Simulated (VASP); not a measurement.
**Sb: single point with PBE0**

Sb:

```
Sb
1.0
     0.00000    2.41775    2.41775
     2.41775    0.00000    2.41775
     2.41775    2.41775    0.00000
Sb
1
Direct
  0.00000 0.00000 0.00000
```

This isn't the form of Sb at room conditions, which is rhombohedral.

- Program: VASP 6.6.1
- Task: single point
- Functional: PBE0
- Potentials or basis: VASP PAW PBE potentials, release 64 (Sb_d_GW)
- Cutoff: 400 eV
- k mesh: 6 × 6 × 6
- Occupations: fermi-dirac, width 0.05 eV
- Spin: no spin polarisation

| Property | Result |
| --- | --- |
| Pressure | -3.6 GPa |
| Band gap on the k mesh | zero (an odd number of electrons rules out a gap without spin polarisation) |

Levels at points of the mesh, in eV from the Fermi level:
| k point | band 3 | band 4 | band 5 | band 6 | band 7 | band 8 | band 9 | band 10 | band 11 | band 12 |
| --- | --- | --- | --- | --- | --- | --- | --- | --- | --- | --- |
| (0.00, 0.00, 0.00) | -32.59 | -32.55 | -32.55 | -14.79 | 5.72 | 5.72 | 5.72 | 11.00 | 11.13 | 11.13 |
| (0.50, 0.00, 0.00) | -32.58 | -32.52 | -32.52 | -10.81 | -7.04 | 3.99 | 3.99 | 8.76 | 10.10 | 10.10 |
| (0.50, 0.50, 0.00) | -32.52 | -32.51 | -32.51 | -9.07 | -6.04 | 0.47 | 0.47 | 4.52 | 5.06 | 19.97 |

It took 10 min on 1 thread of AMD EPYC 9R45 96-Core Processor (Zen 5) (shared host), peak memory 0.12 GiB.

Caveat: the k points lie up to 0.38 Å⁻¹ apart, too coarse for converged energies and pressures of a metal; the PAW data sets were made with another functional, which shifts forces and pressure a little; spin-orbit coupling is left out, which moves the levels of the heavy elements; an odd number of electrons without spin polarisation forces a metal; a magnetic or distorted state may lie lower.
